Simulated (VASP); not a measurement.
Input of a VASP 6.6.1 run:

Contents of INCAR:

```
SYSTEM = Cl
PREC = Accurate
ENCUT = 520
EDIFF = 1E-7
ISMEAR = 0
SIGMA = 0.01
LREAL = .FALSE.
LASPH = .TRUE.
NELM = 100
ALGO = Normal
ISIF = 2
LWAVE = .FALSE.
LCHARG = .FALSE.
GGA = PE
NBANDS = 22
```

The input KPOINTS:

```
Automatic mesh
0
G
  6 6 2
  0 0 0
```

File POSCAR:

```
Cl
1.0
    3.0268338677     -1.9259321008      0.0000000000
    3.0268338677      1.9259321008      0.0000000000
    0.0000000000      0.0000000000      7.8466377124
Cl
4
Direct
    0.8651807722      0.1348192278      0.1117357160
    0.6348192278      0.3651807722      0.6117357160
    0.1348192278      0.8651807722      0.8882642840
    0.3651807722      0.6348192278      0.3882642840
```

Potentials or basis: VASP PAW PBE potentials, release 64 (Cl).

Command:

```sh
$ cat potpaw_PBE.64/Cl/POTCAR > POTCAR
$ mpirun -np 1 vasp_std > vasp.out
```

Q: Estimate the largest force.

A: 0.167 eV/Å.

Q: What does it give for the band gap on the k mesh?

A: 2.17 eV, indirect (least direct gap 2.18 eV).

Q: Predict the pressure.

A: 3.6 GPa.

Stress tensor (GPa, compression positive):
```
3.93 0.00 0.00
0.00 3.70 0.00
0.00 0.00 3.16
```

A k mesh can miss the band edges. A hybrid or GW would open this gap; PBE tends to underestimate it.
